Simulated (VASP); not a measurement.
Here is a VASP 6.6.1 calculation.

File INCAR:

```
  PREC = Accurate
  ENCUT = 520
  EDIFF = 1E-6
  ISMEAR = -1
  SIGMA = 0.08
  LREAL = F
  LASPH = T
  NELM = 100
  ALGO = Normal
  ISIF = 2
  LWAVE = F
  LCHARG = F
  GGA = PE
  NBANDS = 11
```

KPOINTS

```
Automatic mesh
0
Gamma
  14 14 14
```

POSCAR

```
BAs
1.0
    0.0000000000      2.1552506501      2.1552506501
    2.1552506501      0.0000000000      2.1552506501
    2.1552506501      2.1552506501      0.0000000000
B As
1 1
Direct
    0.0000000000      0.0000000000      0.0000000000
    0.2500000000      0.2500000000      0.2500000000
```

Potentials or basis: VASP PAW PBE potentials, release 64 (B, As).

Command:

```sh
$ cat potpaw_PBE.64/B/POTCAR potpaw_PBE.64/As/POTCAR > POTCAR
$ mpirun -np 1 vasp_std > vasp.out
```

**Question.** Predict the pressure.

**Answer.** 86.1 GPa.

**Question.** Predict the band gap on the k mesh.

**Answer.** 0.82 eV, indirect (least direct gap 3.78 eV).

 A k mesh can miss the band edges.
